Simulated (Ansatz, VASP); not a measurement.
**One calculation of GaPdC4N4, two programs**

```
CELL_PARAMETERS angstrom
6.08518 0.00000 0.00000
0.00000 6.08518 0.00000
0.00000 0.00000 6.08518
ATOMIC_POSITIONS crystal
Ga 0.00000 0.00000 0.00000
Pd 0.50000 0.50000 0.50000
C 0.18659 0.18659 0.18659
C 0.18659 0.81341 0.81341
C 0.81341 0.18659 0.81341
C 0.81341 0.81341 0.18659
N 0.29699 0.29699 0.29699
N 0.29699 0.70301 0.70301
N 0.70301 0.29699 0.70301
N 0.70301 0.70301 0.29699
```

Alike in both runs: functional PBE; k mesh 4 × 4 × 4; occupations gaussian, width 0.1 eV; collinear spin.

Ansatz relaxed the structure, and its values are those at the end. VASP's run is a single point on that final structure, the one shown.

```csv
,VASP,Ansatz
version,VASP 6.6.1,Ansatz 0.2.0
potentials or method,"VASP PAW PBE potentials, release 64 (Ga_d, Pd, C, N), cutoff 520 eV","scalar-relativistic, plane waves, PAW"
valence electrons in the cell,59,67
```

Ansatz gave:

```
gap on the k mesh at the Fermi level (eV)                     : none
pressure (GPa)                                                : 0.1
rms of the force components (eV/Å)                            : 0.016
net moment per atom (μB)                                      : 0.10
size of the moment on the site where the two differ most (μB) : 0.68
```

**Question.** Estimate VASP's values.

**Answer.** gap on the k mesh at the Fermi level (eV): none; pressure (GPa): 0.4; rms of the force components (eV/Å): 0.207; net moment per atom (μB): 0.10; size of the moment on the site where the two differ most (μB): 0.80.

Site moments also hang on the region over which each program counts them. A gap of «none» marks a metal or a gap that the smearing closes. One of these differences is far larger than is usual between the two programs; its cause wasn't traced. VASP's potentials hold 59 valence electrons a cell and Ansatz's 67, so a difference there can come from the potentials and not from the codes.

Noted on VASP's run: the standard files for N, O and F lose accuracy on very short bonds.
